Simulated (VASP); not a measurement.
Write the native input for VASP 6.6.1 that does the following.

| Quantity | Value |
| --- | --- |
| Task | single point |
| Functional | PBE |
| Potentials or basis | VASP PAW PBE potentials, release 64 (Ti_sv) |
| Cutoff | 520 eV |
| k mesh | 15 × 15 × 15 |
| Occupations | fermi-dirac, width 0.1 eV |
| Spin | no spin polarisation |
| Dipole correction | no |
| Further INCAR settings | ALGO = Normal; EDIFF = 1e-06; NBANDS = 19 |

The structure of Ti lies in POSCAR:

```
Ti
1.0
   -2.3513097633      2.3513097633      1.3438213165
    2.3513097633     -2.3513097633      1.3438213165
    2.3513097633      2.3513097633     -1.3438213165
Ti
2
Direct
   -0.3750000000     -0.1250000000     -0.2500000000
    0.3750000000      0.1250000000      0.2500000000
```

One way to write it, as run:

INCAR

```
SYSTEM = Ti
PREC     = Accurate       ! precision mode
ENCUT    = 520            ! plane-wave cutoff, eV
EDIFF    = 1E-6           ! SCF threshold, eV
ISMEAR   = -1             ! smearing method
SIGMA    = 0.1            ! smearing width, eV
LREAL    = .FALSE.        ! projectors in reciprocal space
LASPH    = .TRUE.         ! aspherical terms in the spheres
NELM     = 100            ! most SCF steps
ALGO     = Normal         ! electronic algorithm
ISIF     = 2              ! what is computed and relaxed
LWAVE    = .FALSE.        ! write WAVECAR
LCHARG   = .FALSE.        ! write CHGCAR
GGA      = PE             ! functional
NBANDS   = 19             ! bands
```

KPOINTS

```
regular mesh
0
G
  15 15 15
  0 0 0
```

Potentials or basis: VASP PAW PBE potentials, release 64 (Ti_sv).

Launch:

```sh
$ cat potpaw_PBE.64/Ti_sv/POTCAR > POTCAR
$ mpirun -np 1 vasp_std > vasp.out
```

It gave:

```yaml
Pressure: 19.6 GPa
Band_gap_on_the_k_mesh: zero (bands 12 and 13 overlap by 1.02 eV)
```

Caveat: the cell stands under pressure.

It took 3.5 min on 1 thread of Intel Xeon 8259CL, on a shared host, peak memory 0.26 GiB.
